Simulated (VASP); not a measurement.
BaS: single point with PBEsol

BaS:

```
CELL_PARAMETERS angstrom
0.00000 3.24612 3.24612
3.24612 0.00000 3.24612
3.24612 3.24612 0.00000
ATOMIC_POSITIONS crystal
Ba 0.50000 0.50000 0.50000
S 0.00000 0.00000 0.00000
```

This cell differs from its parent crystal: volume scaled by 1.05.

```json
{
  "Program": "VASP 6.6.1",
  "Task": "single point",
  "Functional": "PBEsol",
  "Potentials or basis": "VASP PAW PBE potentials, release 64 (Ba_sv, S)",
  "Cutoff": "520 eV",
  "k mesh": "6 × 6 × 6",
  "Occupations": "gaussian, width 0.05 eV",
  "Spin": "non-collinear spin, zero start, spin-orbit coupling",
  "Starting moments": "[[0.0, 0.0, 0.0], [0.0, 0.0, 0.0]] μB"
}
```

```json
{
  "Pressure": "-2.4 GPa",
  "Net moment": "0.00 μB per cell",
  "Valence electrons inside the program's atomic spheres": "Ba 7.86; S 3.70"
}
```

Moments on the atoms (μB; x, y, z):
```
Ba  0.00 0.00 0.00
S   0.00 0.00 0.00
```

It took 48 s on 1 thread of Intel(R) Xeon(R) 6975P-C (Granite Rapids), on a shared host, peak memory 0.38 GiB.

Caveat: the PAW data sets were made with another functional, which shifts forces and pressure a little.
